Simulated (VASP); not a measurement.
Si:

```xyz
2
Lattice="0.0000 2.7219 2.7219 2.7219 0.0000 2.7219 2.7219 2.7219 0.0000" Properties=species:S:1:pos:R:3 pbc="T T T"
Si    4.0828    4.0828    4.0828
Si    2.7219    2.7219    2.7219
```

- Program: VASP 6.6.1
- Task: relaxation of cell and atoms
- Functional: LDA
- Potentials or basis: VASP PAW LDA potentials, release 64 (Si)
- Cutoff: 600 eV
- k mesh: 8 × 8 × 8
- Occupations: gaussian, width 0.02 eV
- Spin: no spin polarisation

At the start: pressure -2.1 GPa; volume 20.16 Å³/atom.

Q: Where does the relaxation end?

A: Over 3 steps the energy falls by 3.0 meV/atom and the volume is 19.72 Å³/atom (-2.2 %); space group Fd-3m (No. 227, to 0.05 Å).

Step by step:
| step | energy change (eV) | largest force (eV/Å) | pressure (GPa) | volume (Å³) |
| --- | --- | --- | --- | --- |
| 1 | 0.0000 | 0.0000 | -2.07 | 40.33 |
| 2 | -0.0030 | 0.0000 | 1.55 | 38.83 |
| 3 | -0.0059 | 0.0000 | 0.00 | 39.44 |

Final structure:
```
Si
1.0
     0.00000    2.70159    2.70159
     2.70159    0.00000    2.70159
     2.70159    2.70159    0.00000
Si
2
Direct
  0.75000 0.75000 0.75000
  0.50000 0.50000 0.50000
```
